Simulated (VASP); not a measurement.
Here is a VASP 6.6.1 calculation.

File INCAR:

```
SYSTEM = ZnIr
PREC = Accurate ; ENCUT = 520
EDIFF = 1E-6 ; ISMEAR = -1
SIGMA = 0.03 ; LREAL = .False.
LASPH = .True. ; NELM = 150
ALGO = Normal ; ISIF = 2
LWAVE = .False. ; LCHARG = .True.
ISPIN = 2 ; MAGMOM = 0 0
LORBIT = 11 ; NUPDOWN = 0.0
LMAXMIX = 4 ; GGA = CA
LELF = .True. ; LVHAR = .True.
NBANDS = 22
```

KPOINTS

```
regular mesh
0
Gamma
  14 14 8
  0 0 0
```

File POSCAR:

```
ZnIr
1.0
    2.7771790596      0.0000000000      0.0000000000
   -1.3885895298      2.4051076165      0.0000000000
    0.0000000000      0.0000000000      4.1638620700
Zn Ir
1 1
Direct
    0.6666666667      0.3333333333      0.5000000000
    0.0000000000      0.0000000000      0.0000000000
```

Potentials or basis: VASP PAW LDA potentials, release 64 (Zn, Ir).

Run with:

```console
$ cat potpaw_LDA.64/Zn/POTCAR potpaw_LDA.64/Ir/POTCAR > POTCAR
$ mpirun -np 1 vasp_std > vasp.out
```

(1) What does it give for the pressure?

Results:

(1) -7.9 GPa.

Caveat: the cell stands under tension; the total moment is fixed, so each spin has its own Fermi level.
